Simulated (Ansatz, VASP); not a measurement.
# W in VASP and in Ansatz

File INCAR:

```
  ALGO = Normal
  EDIFF = 1E-7
  EDIFFG = -0.01
  ENCUT = 600
  GGA = RE
  IBRION = 2
  ISIF = 3
  ISMEAR = -1
  IVDW = 13
  LASPH = T
  LCHARG = F
  LREAL = F
  LWAVE = F
  NELM = 80
  NSW = 60
  PREC = Accurate
  SIGMA = 0.05
```

KPOINTS

```
k-points
0
Gamma
  12 12 12
```

POSCAR

```
W
1.0
   -1.5823450000      1.5823450000      1.5823450000
    1.5823450000     -1.5823450000      1.5823450000
    1.5823450000      1.5823450000     -1.5823450000
W
1
Direct
    0.0000000000      0.0000000000      0.0000000000
```

File input.yaml:

```yaml
crystal:
  lattice:
    - [-1.582345, 1.582345, 1.582345]
    - [1.582345, -1.582345, 1.582345]
    - [1.582345, 1.582345, -1.582345]
  atoms:
    - { symbol: W, position: [0.0, 0.0, 0.0] }
hamiltonian:
  xc: revpbe
  pseudopotentials: { kind: paw }
  dispersion: d4
kpoints:
  mp_grid: { grid: [12, 12, 12] }
scf:
  occupations: { method: fermi_dirac, width: 0.05 }
output:
  forces: true
  stress: true
  write_density: true
  write_potential: true
  elf: true
  volumetric_format: npy
relax:
  f_tol: 0.01
  max_steps: 40
  cell: { stress_tol: 0.05 }
```

Alike in both runs: task relaxation of cell and atoms; functional revPBE; dispersion D4; k mesh 12 × 12 × 12; occupations fermi-dirac, width 0.05 eV; no spin polarisation.

|  | VASP | Ansatz |
| --- | --- | --- |
| version | VASP 6.6.1 | Ansatz 0.2.0 |
| potentials or method | VASP PAW PBE potentials, release 64 (W_sv) | Ansatz PAW |
| plane-wave cutoff (eV) | 600 | 420 |
| valence electrons in the cell | 14 | 14 |

Ansatz gave:

| Quantity | Value |
| --- | --- |
| gap on the k mesh at the Fermi level, each at its own relaxed structure (eV) | none |
| relaxed volume (Å³/atom) | 15.78 |
| relaxed cell length with the largest relative difference (Å) | 2.737 |

Q: Which values does VASP return?

A: gap on the k mesh at the Fermi level, each at its own relaxed structure (eV): none; relaxed volume (Å³/atom): 15.82; relaxed cell length with the largest relative difference (Å): 2.739.

VASP's potentials were made for PBE, not for revPBE. A gap of «none» marks a metal or a gap that the smearing closes.

Spin-orbit coupling is off throughout. Noted on Ansatz's run: the plane-wave basis is chosen anew once the cell has moved, so the energies of steps on either side of that aren't comparable.
